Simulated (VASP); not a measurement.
Input of a VASP 6.6.1 run:

INCAR

```
SYSTEM = HfBr
  PREC = Accurate
  ENCUT = 520
  EDIFF = 1E-6
  ISMEAR = 0
  SIGMA = 0.1
  LREAL = .False.
  LASPH = .True.
  NELM = 60
  ALGO = Normal
  ISIF = 2
  LWAVE = .False.
  LCHARG = .False.
  GGA = PE
  NBANDS = 16
```

File KPOINTS:

```
Automatic mesh
0
Gamma
  18 18 12
  0 0 0
```

File POSCAR:

```
HfBr
1.0
    3.3805892419      0.0000000000      0.0000000000
   -1.6902946209      2.9276761633      0.0000000000
    0.0000000000      0.0000000000      5.1463645300
Hf Br
1 1
Direct
    0.0000000000      0.0000000000      0.5000000000
    0.0000000000      0.0000000000      0.0000000000
```

Potentials or basis: VASP PAW PBE potentials, release 64 (Hf_pv, Br).

Command:

```console
$ cat potpaw_PBE.64/Hf_pv/POTCAR potpaw_PBE.64/Br/POTCAR > POTCAR
$ mpirun -np 1 vasp_std > vasp.out
```

Question: Predict the pressure.

Answer: -0.3 GPa.

Stress tensor (GPa, compression positive):
```
-0.13  0.00  0.00
 0.00 -0.13  0.00
 0.00  0.00 -0.71
```

Caveat: an odd number of electrons without spin polarisation forces a metal; a magnetic or distorted state may lie lower.
